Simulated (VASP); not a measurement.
## Cr: vibrations by perturbation theory with PBEsol

Cr:

```
Cr
1.0
    -1.48445    1.48445    1.48445
     1.48445   -1.48445    1.48445
     1.48445    1.48445   -1.48445
Cr
1
Direct
  0.00000 0.00000 0.00000
```

```json
{
 "Program": "VASP 6.6.1",
 "Task": "vibrations by perturbation theory",
 "Functional": "PBEsol",
 "Potentials or basis": "VASP PAW PBE potentials, release 64 (Cr_pv)",
 "Cutoff": "520 eV",
 "k mesh": "10 × 10 × 10",
 "Occupations": "fermi-dirac, width 0.05 eV",
 "Spin": "collinear spin, ferromagnetic start",
 "Starting moments": "[3.0] μB",
 "Dipole correction": "no",
 "Further INCAR settings": "ALGO = Normal; EDIFF = 1e-08; IBRION = 8; NSW = 1"
}
```

- Net moment: 0.00 μB per cell
- Valence electrons inside the program's atomic spheres: Cr 10.81

It took 82 s on 1 thread of AMD EPYC 7R43 64-Core Processor (Zen 3) (shared host), peak memory 0.15 GiB.

Caveat: the starting moments collapsed, and a magnetic state may lie lower.
